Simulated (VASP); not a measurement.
A run of VASP 6.6.1 is set up as follows.

INCAR

```
SYSTEM = Au
PREC     = Accurate       ! precision mode
ENCUT    = 520            ! plane-wave cutoff, eV
EDIFF    = 1E-8           ! SCF threshold, eV
ISMEAR   = -1             ! smearing method
SIGMA    = 0.03           ! smearing width, eV
LREAL    = .FALSE.        ! projectors in reciprocal space
LASPH    = .TRUE.         ! aspherical terms in the spheres
NELM     = 80             ! most SCF steps
ALGO     = Normal         ! electronic algorithm
ISIF     = 2              ! what is computed and relaxed
LWAVE    = .FALSE.        ! write WAVECAR
LCHARG   = .FALSE.        ! write CHGCAR
GGA      = PE             ! functional
LEFG     = .TRUE.       
NBANDS   = 18             ! bands
```

File KPOINTS:

```
Automatic mesh
0
G
  14 14 8
  0 0 0
```

The input POSCAR:

```
Au
1.0
    2.8413017565      0.0000000000      0.0000000000
   -1.4206508782      2.4606395010      0.0000000000
    0.0000000000      0.0000000000      4.7812276454
Au
2
Direct
    0.3333333333      0.6666666667      0.7500000000
    0.6666666667      0.3333333333      0.2500000000
```

Potentials or basis: VASP PAW PBE potentials, release 64 (Au).

Launch:

```sh
$ cat potpaw_PBE.64/Au/POTCAR > POTCAR
$ mpirun -np 1 vasp_std > vasp.out
```

Task: Predict the band gap on the k mesh.

Result: Zero (band 11 reaches 13.80 eV, above the bottom of band 12 at 7.09 eV).

Task: Predict the pressure.

Result: 12.4 GPa.

Electric field gradients, principal values (V/Å²):
```tsv
atom	least	middle	greatest (by size)
1 Au	-15.037	-15.037	30.074
2 Au	-15.037	-15.037	30.074
```

Caveat: without QUAD_EFG the Cq values of the log hold for a quadrupole moment of 1 mb, not for the nuclei; spin-orbit coupling is left out, which moves the levels of the heavy elements.
